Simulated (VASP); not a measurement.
Set up this calculation in VASP 6.6.1, as the native input.

* Task: single point
* Functional: PBE
* Potentials or basis: VASP PAW PBE potentials, release 64 (Ca_sv)
* Cutoff: 520 eV
* k mesh: 13 × 13 × 13
* Occupations: fermi-dirac, width 0.08 eV
* Spin: no spin polarisation
* Dipole correction: no
* Further INCAR settings: ALGO = Normal; EDIFF = 1e-06; NBANDS = 11

The structure of Ca lies in POSCAR:

```
Ca
1.0
   -2.1122756432      2.1122756432      2.1122756432
    2.1122756432     -2.1122756432      2.1122756432
    2.1122756432      2.1122756432     -2.1122756432
Ca
1
Direct
    0.0000000000      0.0000000000      0.0000000000
```

This isn't the form of Ca at room conditions, which is fcc.

The input as run:

INCAR

```
SYSTEM = Ca
PREC     = Accurate       ! precision mode
ENCUT    = 520            ! plane-wave cutoff, eV
EDIFF    = 1E-6           ! SCF threshold, eV
ISMEAR   = -1             ! smearing method
SIGMA    = 0.08           ! smearing width, eV
LREAL    = .False.        ! projectors in reciprocal space
LASPH    = .True.         ! aspherical terms in the spheres
NELM     = 100            ! most SCF steps
ALGO     = Normal         ! electronic algorithm
ISIF     = 2              ! what is computed and relaxed
LWAVE    = .False.        ! write WAVECAR
LCHARG   = .True.         ! write CHGCAR
GGA      = PE             ! functional
LELF     = .True.         ! ELF
LVHAR    = .True.       
NBANDS   = 11             ! bands
```

KPOINTS

```
Automatic mesh
0
Gamma
  13 13 13
  0 0 0
```

Potentials or basis: VASP PAW PBE potentials, release 64 (Ca_sv).

The run is started by

```console
$ cat potpaw_PBE.64/Ca_sv/POTCAR > POTCAR
$ mpirun -np 1 vasp_std > vasp.out
```

Results of the run:

```json
{
 "Pressure": "2.2 GPa",
 "Band gap on the k mesh": "zero (bands 5 and 6 overlap by 0.29 eV)"
}
```

Run time: 11 s on 1 thread of Intel(R) Xeon(R) 6975P-C (Granite Rapids) (shared host), peak memory 0.17 GiB.
